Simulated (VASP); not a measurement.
## TiAl6Ni5: single point with PBE

TiAl6Ni5:

```
Ti Al Ni
1.0
     4.20945    0.00000    0.00000
     0.00000    4.20945    0.00000
     0.00000    0.00000    8.92959
Ti Al Ni
1 6 5
Direct
  0.50000 0.50000 0.50000
  0.00000 0.50000 0.00000
  0.50000 0.00000 0.00000
  0.00000 0.50000 0.33333
  0.50000 0.00000 0.33333
  0.00000 0.50000 0.66667
  0.50000 0.00000 0.66667
  0.50000 0.50000 0.16667
  0.00000 0.00000 0.16667
  0.00000 0.00000 0.50000
  0.50000 0.50000 0.83333
  0.00000 0.00000 0.83333
```

```json
{
  "Program": "VASP 6.6.1",
  "Task": "single point",
  "Functional": "PBE",
  "Potentials or basis": "VASP PAW PBE potentials, release 64 (Ti_sv, Al, Ni)",
  "Cutoff": "520 eV",
  "k mesh": "4 × 4 × 2",
  "Occupations": "gaussian, width 0.1 eV",
  "Spin": "collinear spin, ferromagnetic start",
  "Starting moments": "[0.0, 0.0, 0.0, 0.0, 0.0, 0.0, 0.0, 2.0, 2.0, 2.0, 2.0, 2.0] μB"
}
```

The pressure is -3.6 GPa, the largest force is 1.391 eV/Å and the band gap on the k mesh is zero (filled and empty bands overlap). The net moment is 0.00 μB per cell and the valence electrons inside the program's atomic spheres are Ti 10.49; Al 0.75, 0.81; Ni 9.31, 9.32, 9.35.

Forces in eV/Å, atoms in the order of the input:
```
Ti   0.000  0.000  0.000
Al   0.000  0.000  0.000
Al   0.000  0.000  0.000
Al   0.000  0.000 -1.391
Al   0.000  0.000 -1.391
Al   0.000  0.000  1.391
Al   0.000  0.000  1.391
Ni   0.000  0.000  0.067
Ni   0.000  0.000 -0.220
Ni   0.000  0.000  0.000
Ni   0.000  0.000 -0.067
Ni   0.000  0.000  0.220
```

Stress tensor (GPa, compression positive):
```
-4.56  0.00  0.00
 0.00 -4.56  0.00
 0.00  0.00 -1.58
```

Levels at points of the mesh, in eV from the Fermi level:
Spin up:
```csv
k point,band 37,band 38,band 39,band 40,band 41,band 42
"(0.00, 0.00, 0.00)",-0.46,-0.42,-0.14,0.85,0.85,1.11
"(0.50, 0.00, 0.00)",-1.03,-0.41,-0.33,0.41,0.95,1.10
"(0.50, 0.50, 0.00)",-1.38,-0.66,-0.62,-0.60,-0.53,-0.02
"(0.00, 0.00, 0.50)",-0.70,-0.41,0.27,0.51,0.51,1.40
"(0.50, 0.00, 0.50)",-0.91,-0.46,-0.46,0.07,0.52,1.03
"(0.50, 0.50, 0.50)",-1.38,-0.80,-0.67,-0.60,-0.51,-0.13
```
Spin down:
| k point | band 36 | band 37 | band 38 | band 39 | band 40 | band 41 | band 42 | band 43 |
| --- | --- | --- | --- | --- | --- | --- | --- | --- |
| (0.00, 0.00, 0.00) | -0.46 | -0.46 | -0.42 | -0.14 | 0.85 | 0.85 | 1.11 | 1.40 |
| (0.50, 0.00, 0.00) | -1.20 | -1.03 | -0.41 | -0.33 | 0.41 | 0.95 | 1.10 | 1.10 |
| (0.50, 0.50, 0.00) | -1.38 | -1.38 | -0.66 | -0.62 | -0.60 | -0.53 | -0.02 | -0.02 |
| (0.00, 0.00, 0.50) | -0.81 | -0.70 | -0.41 | 0.27 | 0.51 | 0.51 | 1.40 | 1.44 |
| (0.50, 0.00, 0.50) | -0.94 | -0.91 | -0.46 | -0.46 | 0.07 | 0.53 | 1.03 | 1.48 |
| (0.50, 0.50, 0.50) | -1.38 | -1.38 | -0.80 | -0.67 | -0.60 | -0.51 | -0.13 | -0.13 |

It took 6.4 min on 1 thread of Intel(R) Xeon(R) Platinum 8259CL CPU @ 2.50GHz (Skylake/Cascade Lake), with other jobs on the host, peak memory 0.39 GiB.

Caveat: the k points lie up to 0.37 Å⁻¹ apart; the starting moments collapsed, and a magnetic state may lie lower; forces of over 1 eV/Å act on the atoms, so gaps and moduli don't describe the material at rest.
